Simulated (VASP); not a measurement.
Wanted: the native input for a VASP 6.6.1 run.

```
Task                   : single point
Functional             : r2SCAN
Potentials or basis    : VASP PAW PBE potentials, release 64 (Nb_sv)
Cutoff                 : 520 eV
k mesh                 : 4 × 4 × 4
Occupations            : gaussian, width 0.1 eV
Spin                   : no spin polarisation
Dipole correction      : no
Further INCAR settings : ALGO = Normal; EDIFF = 1e-06; NBANDS = 34
```

The system is Nb.

```xyz
4
Lattice="2.3139 -5.0089 0.0000 2.3139 5.0089 0.0000 0.0000 0.0000 3.2259" Properties=species:S:1:pos:R:3 pbc="T T T"
Nb    2.3139    3.6491    0.0000
Nb    2.3139   -1.3598    1.6130
Nb    2.3139   -3.6491    3.2259
Nb    2.3139    1.3598    1.6129
```

One way to write it, as run:

POSCAR

```
Nb
1.0
    2.3139205125     -5.0089077029      0.0000000000
    2.3139205125      5.0089077029      0.0000000000
    0.0000000000      0.0000000000      3.2258587931
Nb
4
Direct
    0.1357394594      0.8642605406     -0.0000091805
    0.6357394594      0.3642605406      0.5000091805
    0.8642605406      0.1357394594      1.0000091805
    0.3642605406      0.6357394594      0.4999908195
```

INCAR.step1

```
SYSTEM = Nb
PREC = Accurate
ENCUT = 520
ISMEAR = 0
SIGMA = 0.1
LREAL = .FALSE.
LASPH = .TRUE.
NELM = 80
NBANDS = 34
GGA = PE
ALGO = Normal
EDIFF = 1E-4
LWAVE = .TRUE.
LCHARG = .FALSE.
```

INCAR.step2

```
SYSTEM = Nb
PREC = Accurate
ENCUT = 520
EDIFF = 1E-6
ISMEAR = 0
SIGMA = 0.1
LREAL = .FALSE.
LASPH = .TRUE.
NELM = 80
ALGO = Normal
ISIF = 2
LWAVE = .FALSE.
LCHARG = .TRUE.
METAGGA = R2SCAN
LMIXTAU = .TRUE.
LELF = .TRUE.
LVHAR = .TRUE.
NBANDS = 34
ISTART = 1
```

KPOINTS

```
Automatic mesh
0
G
  4 4 4
  0 0 0
```

Potentials or basis: VASP PAW PBE potentials, release 64 (Nb_sv).

The run is started by

```sh
$ cat potpaw_PBE.64/Nb_sv/POTCAR > POTCAR
$ cp INCAR.step1 INCAR
$ mpirun -np 1 vasp_std > vasp.out
$ cp INCAR.step2 INCAR
$ mpirun -np 1 vasp_std > vasp.out
```

Results of the run:

```yaml
Pressure: -0.4 GPa
Largest_force: 0.003 eV/Å
Band_gap_on_the_k_mesh: zero (band 26 reaches 11.52 eV, above the bottom of band 27 at 10.32 eV)
```

Caveat: the k points lie up to 0.49 Å⁻¹ apart; the PAW data sets were made with another functional, which shifts forces and pressure a little.

Wall time 3.1 min on 1 thread of Intel Xeon 6975P-C, on a shared host, peak memory 0.22 GiB.
